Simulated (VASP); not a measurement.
Write the native input for VASP 6.6.1 that does the following.

```yaml
Task: single point
Functional: LDA
Potentials_or_basis: VASP PAW LDA potentials, release 64 (Hf_pv, O)
Cutoff: 520 eV
k_mesh: 6 × 6 × 8
Occupations: gaussian, width 0.02 eV
Spin: no spin polarisation
Dipole_correction: no
Further_INCAR_settings: ALGO = Normal; EDIFF = 1e-07; NBANDS = 31
```

The structure of HfO2 lies in POSCAR:

```
HfO2
1.0
    4.8846771299      0.0000000000      0.0000000000
    0.0000000000      4.8846771299      0.0000000000
    0.0000000000      0.0000000000      3.1471579864
Hf O
2 4
Direct
    0.0000000000      0.0000000000      0.0000000000
    0.5000000000      0.5000000000      0.5000000000
    0.1956399609      0.8043600391      0.5000000000
    0.3043600391      0.3043600391      0.0000000000
    0.6956399609      0.6956399609      0.0000000000
    0.8043600391      0.1956399609      0.5000000000
```

This cell differs from its parent crystal: biaxial strain in the a-b plane: +2.0 %, then relaxed in part.

The input as run:

INCAR

```
SYSTEM = HfO2
PREC = Accurate
ENCUT = 520
EDIFF = 1E-7
ISMEAR = 0
SIGMA = 0.02
LREAL = .False.
LASPH = .True.
NELM = 80
ALGO = Normal
ISIF = 2
LWAVE = .False.
LCHARG = .False.
NBANDS = 31
```

KPOINTS

```
regular mesh
0
Gamma
  6 6 8
  0 0 0
```

Potentials or basis: VASP PAW LDA potentials, release 64 (Hf_pv, O).

Run with:

```console
$ cat potpaw_LDA.64/Hf_pv/POTCAR potpaw_LDA.64/O/POTCAR > POTCAR
$ mpirun -np 1 vasp_std > vasp.out
```

Results of the run:

- Pressure: -7.1 GPa
- Largest force: 0.050 eV/Å
- Band gap on the k mesh: 3.69 eV, direct

Caveat: the cell differs from its parent crystal (biaxial strain in the a-b plane: +2.0 %, then relaxed in part); spin-orbit coupling is left out, which moves the levels of the heavy elements.

Wall time 34 s on 1 thread of Intel(R) Xeon(R) 6975P-C (Granite Rapids), with other jobs on the host, peak memory 0.21 GiB.
